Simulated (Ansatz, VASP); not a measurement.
# Two plane-wave programs on P

```xyz
8
Lattice="4.8387 0.0000 0.0000 0.0000 4.8387 0.0000 0.0000 0.0000 4.8387" Properties=species:S:1:pos:R:3 pbc="T T T"
P     2.4193    2.4193    2.4193
P     0.0000    0.0000    0.0000
P     1.2097    0.0000    2.4193
P     2.4193    1.2097    0.0000
P     2.4193    3.6290    0.0000
P     3.6290    0.0000    2.4193
P     0.0000    2.4193    3.6290
P     0.0000    2.4193    1.2097
```

Alike in both runs: functional PBEsol; k mesh 8 × 8 × 8; occupations gaussian, width 0.1 eV; no spin polarisation.

Ansatz relaxed the structure, and its values are those at the end. VASP's run is a single point on that final structure, the one shown.

|  | VASP | Ansatz |
| --- | --- | --- |
| version | VASP 6.6.1 | Ansatz 0.2.0 |
| potentials or method | VASP PAW PBE potentials, release 64 (P), cutoff 520 eV | scalar-relativistic, plane waves, PAW |
| valence electrons in the cell | 40 | 40 |

VASP gave:

| Property | Result |
| --- | --- |
| gap on the k mesh at the Fermi level (eV) | none |
| pressure (GPa) | 0.2 |

Q: What did Ansatz give for the same quantities?

A: gap on the k mesh at the Fermi level (eV): none; pressure (GPa): 0.0.

VASP's potentials were made for PBE, not for PBEsol. A gap of «none» marks a metal or a gap that the smearing closes. The functional is the same, so the differences come from potentials, cutoffs and numerics.
